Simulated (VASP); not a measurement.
**Zn7O8 (a cell with a defect): single point with PBE+D3(BJ)**

The system is Zn7O8 (a cell with a defect).

```
Zn O
1.0
    -3.35100   -5.80410    0.00000
     5.02650   -2.90205    0.00000
     0.00000    0.00000    5.22600
Zn O
7 8
Direct
  0.50026 0.66585 0.49193
  0.25000 0.83053 0.99436
  0.25000 0.16588 0.49886
  0.99593 0.33121 0.99863
  0.99974 0.66585 0.49193
  0.75000 0.84029 0.99625
  0.50407 0.33121 0.99863
  0.46146 0.35577 0.36581
  0.49936 0.66778 0.87555
  0.25000 0.84099 0.38143
  0.25000 0.16436 0.87940
  0.03854 0.35577 0.36581
  0.00064 0.66778 0.87555
  0.75000 0.78201 0.36353
  0.75000 0.16804 0.92232
```

| Item | Value |
| --- | --- |
| Program | VASP 6.6.1 |
| Task | single point |
| Functional | PBE |
| Dispersion | D3(BJ) |
| Potentials or basis | VASP PAW PBE potentials, release 64 (Zn, O) |
| Cutoff | 520 eV |
| k mesh | 2 × 2 × 2 |
| Occupations | gaussian, width 0.02 eV |
| Spin | no spin polarisation |

The pressure is -4.3 GPa and the largest force is 0.050 eV/Å. The band gap on the k mesh is zero (band 66 reaches -0.06 eV, above the bottom of band 67 at -0.36 eV) and the dispersion energy per atom is -0.182 eV.

Forces in eV/Å, atoms in the order of the input:
```
Zn   0.029  0.009  0.018
Zn   0.001  0.000  0.000
Zn  -0.039  0.023  0.022
Zn  -0.001 -0.018 -0.035
Zn   0.007 -0.029  0.018
Zn  -0.015  0.009 -0.032
Zn   0.015  0.010 -0.035
O   -0.030 -0.023  0.018
O    0.000 -0.002  0.009
O   -0.006  0.003  0.003
O    0.003 -0.002  0.008
O    0.005  0.037  0.018
O    0.001  0.001  0.009
O    0.034 -0.020  0.016
O   -0.002  0.001 -0.035
```

Stress tensor (GPa, compression positive):
```
-5.29 -0.34 -0.09
-0.34 -5.68  0.05
-0.09  0.05 -1.84
```

Levels at points of the mesh, in eV from the Fermi level:
```csv
k point,band 63,band 64,band 65,band 66,band 67,band 68,band 69,band 70
"(0.00, 0.00, 0.00)",-0.46,-0.32,0.20,0.23,0.24,1.63,5.72,6.21
"(0.50, 0.00, 0.00)",-0.27,-0.12,-0.07,-0.04,0.08,3.26,3.77,6.94
"(0.00, 0.50, 0.00)",-0.36,-0.28,-0.13,-0.02,0.08,3.60,4.13,6.13
"(0.50, 0.50, 0.00)",-0.38,-0.30,-0.30,-0.18,0.03,4.55,4.80,4.89
"(0.00, 0.00, 0.50)",-0.33,-0.24,-0.24,0.00,0.06,3.71,4.49,6.25
"(0.50, 0.00, 0.50)",-0.67,-0.35,-0.31,-0.25,0.00,4.84,4.88,5.16
"(0.00, 0.50, 0.50)",-0.75,-0.66,-0.47,-0.14,-0.07,5.00,5.14,5.33
"(0.50, 0.50, 0.50)",-0.81,-0.71,-0.38,-0.12,-0.06,5.58,5.78,5.83
```

Wall time 10 min on 1 thread of AMD EPYC 7R13 (shared host), peak memory 0.3 GiB.

Caveat: the k points lie up to 0.60 Å⁻¹ apart.
